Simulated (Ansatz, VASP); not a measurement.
## Be3Te2Se in VASP and in Ansatz

```
Be Te Se
1.0
     6.43855    0.00000    0.00000
    -3.21927    5.57595    0.00000
     0.00000    0.00000    3.47664
Be Te Se
3 2 1
Direct
  0.50000 0.00000 0.50000
  0.50000 0.50000 0.50000
  0.00000 0.50000 0.50000
  0.33333 0.66667 0.00000
  0.66667 0.33333 0.00000
  0.00000 0.00000 0.00000
```

Change from the starting cell: species swapped into the ScCo3B2 type (P6/mmm, No. 191).

Alike in both runs: functional PBE; k mesh 3 × 3 × 3; occupations gaussian, width 0.15 eV; no spin polarisation.

Ansatz relaxed the structure, and its values are those at the end. VASP's run is a single point on that final structure, the one shown.

```csv
,VASP,Ansatz
version,VASP 6.6.1,Ansatz 0.2.0
potentials or method,"VASP PAW PBE potentials, release 64 (Be, Te, Se), cutoff 600 eV","scalar-relativistic, plane waves, PAW"
valence electrons in the cell,24,54
```

```csv
,VASP,Ansatz,Ansatz less VASP
gap on the k mesh at the Fermi level (eV),none,none,-
pressure (GPa),0.2,0.1,-0.11
```

A gap of «none» marks a metal or a gap that the smearing closes. With one functional, cell and mesh, what is left measures potentials, basis and numerics. VASP's potentials hold 24 valence electrons a cell and Ansatz's 54, so a difference there can come from the potentials and not from the codes.

The k mesh is coarse, so the values compare programs but aren't converged. Neither program's run includes spin-orbit coupling.
